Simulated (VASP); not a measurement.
Set up this calculation in VASP 6.6.1, as the native input.

```yaml
Task: relaxation of cell and atoms
Functional: r2SCAN
Potentials_or_basis: VASP PAW PBE potentials, release 64 (As)
Cutoff: 550 eV
k_mesh: 6 × 6 × 6
Occupations: gaussian, width 0.1 eV
Spin: no spin polarisation
Dipole_correction: no
Further_INCAR_settings: ALGO = Normal; EDIFF = 1e-07; IBRION = 2; EDIFFG = -0.04; NSW = 90; ISIF = 3
```

Crystal: As.

```
As
1.0
     0.00000    2.18198    2.18198
     2.18198    0.00000    2.18198
     2.18198    2.18198    0.00000
As
1
Cartesian
  0.0000 0.0000 0.0000
```

The input as run:

POSCAR

```
As
1.0
    0.0000000000      2.1819793639      2.1819793639
    2.1819793639      0.0000000000      2.1819793639
    2.1819793639      2.1819793639      0.0000000000
As
1
Direct
    0.0000000000      0.0000000000      0.0000000000
```

INCAR.step1

```
PREC = Accurate ; ENCUT = 550
ISMEAR = 0 ; SIGMA = 0.1
LREAL = False ; LASPH = True
NELM = 120 ; GGA = PE
ALGO = Normal ; EDIFF = 1E-5
LWAVE = True ; LCHARG = False
GGA_COMPAT = False ; IBRION = 2
ISIF = 3 ; EDIFFG = -0.005
NELMIN = 4 ; NSW = 100
```

INCAR.step2

```
PREC = Accurate ; ENCUT = 550
EDIFF = 1E-7 ; ISMEAR = 0
SIGMA = 0.1 ; LREAL = False
LASPH = True ; NELM = 120
ALGO = Normal ; ISIF = 3
LWAVE = False ; LCHARG = False
METAGGA = R2SCAN ; LMIXTAU = True
IBRION = 2 ; NSW = 90
EDIFFG = -0.04 ; ISTART = 1
GGA_COMPAT = False ; NELMIN = 4
```

KPOINTS

```
regular mesh
0
Gamma
  6 6 6
```

Potentials or basis: VASP PAW PBE potentials, release 64 (As).

Command:

```sh
$ cat potpaw_PBE.64/As/POTCAR > POTCAR
$ cp INCAR.step1 INCAR
$ mpirun -np 1 vasp_std > vasp.out
$ cp INCAR.step2 INCAR
$ mpirun -np 1 vasp_std > vasp.out
```

It gave:

* Relaxed volume: 19.12 Å³/atom
* Relaxed cell: a = 3.002 Å, b = 3.002 Å, c = 3.002 Å, α = 60.00°, β = 60.00°, γ = 60.00°
* Space group after relaxing (to 0.05 Å): Fm-3m (No. 225)
* Energy gained by relaxing: 30.9 meV/atom
* Ionic steps: 3
* Pressure after relaxing: 0.0 GPa

Caveat: the k points lie up to 0.43 Å⁻¹ apart in the final cell; the PAW data sets were made with another functional, which shifts forces and pressure a little.

It took 41 s on 1 thread of Intel(R) Xeon(R) Platinum 8488C (Sapphire Rapids), on a shared host, peak memory 0.14 GiB.
